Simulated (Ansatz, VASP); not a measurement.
## BN: VASP beside Ansatz

The input INCAR:

```
  PREC = Accurate
  ENCUT = 520
  EDIFF = 1E-7
  ISMEAR = -1
  SIGMA = 0.02
  LREAL = False
  LASPH = True
  NELM = 80
  ALGO = Normal
  ISIF = 2
  LWAVE = False
  LCHARG = False
  GGA = PE
  NBANDS = 16
```

File KPOINTS:

```
Automatic mesh
0
Gamma
  12 12 4
```

The input POSCAR:

```
BN
1.0
    2.5005826604      0.0000000000      0.0000000000
   -1.2502913302      2.1655681082      0.0000000000
    0.0000000000      0.0000000000      6.5236386365
B N
2 2
Direct
    0.3333333333      0.6666666667      0.2500000000
    0.6666666667      0.3333333333      0.7500000000
    0.3333333333      0.6666666667      0.7500000000
    0.6666666667      0.3333333333      0.2500000000
```

Input for Ansatz:

```yaml
crystal:
  lattice:
    - [2.5005826604, 0.0, 0.0]
    - [-1.2502913302, 2.1655681082, 0.0]
    - [0.0, 0.0, 6.5236386365]
  atoms:
    - { symbol: B, position: [0.3333333333, 0.6666666667, 0.25] }
    - { symbol: B, position: [0.6666666667, 0.3333333333, 0.75] }
    - { symbol: "N", position: [0.3333333333, 0.6666666667, 0.75] }
    - { symbol: "N", position: [0.6666666667, 0.3333333333, 0.25] }
kpoints:
  mp_grid: { grid: [12, 12, 4] }
  band_path:
    path:
      - [[0.0, 0.0, 0.0], [0.5, -2.188419892546e-18, 0.0], [0.3333333333333, 0.3333333333333, 0.0], [0.0, 0.0, 0.0], [0.0, 0.0, 0.5], [0.5, -2.188419892546e-18, 0.5], [0.3333333333333, 0.3333333333333, 0.5], [0.0, 0.0, 0.5]]
      - [[0.5, -2.188419892546e-18, 0.5], [0.5, -2.188419892546e-18, 0.0]]
      - [[0.3333333333333, 0.3333333333333, 0.5], [0.3333333333333, 0.3333333333333, 0.0]]
    npoints: 10
hamiltonian:
  xc: pbe
scf:
  occupations: { method: fermi_dirac, width: 0.02 }
  n_extra_bands: 5
output:
  forces: true
  stress: true
  eigenvalues: true
```

Alike in both runs: task single point; functional PBE; k mesh 12 × 12 × 4; occupations fermi-dirac, width 0.02 eV; no spin polarisation.

|  | VASP | Ansatz |
| --- | --- | --- |
| version | VASP 6.6.1 | Ansatz 0.2.0 |
| potentials or method | VASP PAW PBE potentials, release 64 (B, N) | plane waves, PAW |
| plane-wave cutoff (eV) | 520 | 420 |
| valence electrons in the cell | 16 | 16 |

```csv
,VASP,Ansatz,Ansatz less VASP
gap on the k mesh at the Fermi level (eV),4.24,4.25,+0.007
pressure (GPa),4.7,4.7,-0.07
"traceless stress, the component that is largest in VASP (GPa)",-1.26,-1.05,+0.212
```

With one functional, cell and mesh, what is left measures potentials, basis and numerics.
